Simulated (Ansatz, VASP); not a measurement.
# Ge2Sb2Te: VASP beside Ansatz

```xyz
5
Lattice="5.8006 0.0000 0.0000 0.0000 5.8006 0.0000 0.0000 0.0000 5.3613" Properties=species:S:1:pos:R:3 pbc="T T T"
Ge    2.9003    2.9003    1.3020
Ge    2.9003    2.9003    4.0593
Sb    0.0000    2.9003    0.0000
Sb    2.9003    0.0000    0.0000
Te    0.0000    0.0000    0.0000
```

Alike in both runs: functional PBE; k mesh 4 × 4 × 3; occupations gaussian, width 0.2 eV; no spin polarisation.

Ansatz relaxed the structure, and its values are those at the end. VASP's run is a single point on that final structure, the one shown.

|  | VASP | Ansatz |
| --- | --- | --- |
| version | VASP 6.6.1 | Ansatz 0.2.0 |
| potentials or method | VASP PAW PBE potentials, release 64 (Ge_d, Sb, Te), cutoff 500 eV | scalar-relativistic, plane waves, PAW |
| valence electrons in the cell | 44 | 74 |

|  | VASP | Ansatz | Ansatz less VASP |
| --- | --- | --- | --- |
| gap on the k mesh at the Fermi level (eV) | none | none | - |
| pressure (GPa) | -0.1 | -0.1 | +0.03 |
| rms of the force components (eV/Å) | 0.015 | 0.015 | -0.0004 |

A gap of «none» marks a metal or a gap that the smearing closes. VASP's potentials hold 44 valence electrons a cell and Ansatz's 74, so a difference there can come from the potentials and not from the codes.

The k mesh is coarse, so the values compare programs but aren't converged. Neither program's run includes spin-orbit coupling.
